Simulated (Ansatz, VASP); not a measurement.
**Two plane-wave programs on AlRu**

The input INCAR:

```
SYSTEM = AlRu
PREC     = Accurate       ! precision mode
ENCUT    = 520            ! plane-wave cutoff, eV
EDIFF    = 1E-6           ! SCF threshold, eV
ISMEAR   = 0              ! smearing method
SIGMA    = 0.15           ! smearing width, eV
LREAL    = .False.        ! projectors in reciprocal space
LASPH    = .True.         ! aspherical terms in the spheres
NELM     = 60             ! most SCF steps
ALGO     = Fast           ! electronic algorithm
ISIF     = 2              ! what is computed and relaxed
LWAVE    = .False.        ! write WAVECAR
LCHARG   = .False.        ! write CHGCAR
GGA      = PS             ! functional
NBANDS   = 16             ! bands
```

Contents of KPOINTS:

```
Automatic mesh
0
Gamma
  16 16 16
  0 0 0
```

File POSCAR:

```
AlRu
1.0
    3.1411800000      0.0000000000      0.0000000000
    0.0000000000      3.1411800000      0.0000000000
    0.0000000000      0.0000000000      3.0663900000
Al Ru
1 1
Direct
    0.0000000000      0.0000000000      0.0000000000
    0.5000000000      0.5000000000      0.5000000000
```

Input for Ansatz:

```yaml
crystal:
  lattice:
    - [3.14118, 0.0, 0.0]
    - [0.0, 3.14118, 0.0]
    - [0.0, 0.0, 3.06639]
  atoms:
    - { symbol: Al, position: [0.0, 0.0, 0.0] }
    - { symbol: Ru, position: [0.5, 0.5, 0.5] }
basis:
  ecutwfc: 420
kpoints:
  mp_grid: { grid: [16, 16, 16] }
hamiltonian:
  xc: pbesol
scf:
  occupations: { method: gaussian, width: 0.15 }
output:
  forces: true
  stress: true
  eigenvalues: true
```

Change from the starting cell: strain +0.050 along x and y, +0.025 along z, atoms carried along.

Alike in both runs: task single point; functional PBEsol; k mesh 16 × 16 × 16; occupations gaussian, width 0.15 eV; no spin polarisation.

```csv
,VASP,Ansatz
version,VASP 6.6.1,Ansatz 0.2.0
potentials or method,"VASP PAW PBE potentials, release 64 (Al, Ru_pv), cutoff 520 eV","scalar-relativistic, plane waves, PAW"
valence electrons in the cell,17,19
```

```tsv
	VASP	Ansatz	Ansatz less VASP
gap on the k mesh at the Fermi level (eV)	none	none	-
pressure (GPa)	-22.2	-22.2	+0.02
traceless stress, the component that is largest in VASP (GPa)	1.94	1.94	-0.006
```

VASP's potentials were made for PBE, not for PBEsol. A gap of «none» marks a metal or a gap that the smearing closes. The functional is the same, so the differences come from potentials, cutoffs and numerics. VASP's potentials hold 17 valence electrons a cell and Ansatz's 19, so a difference there can come from the potentials and not from the codes.
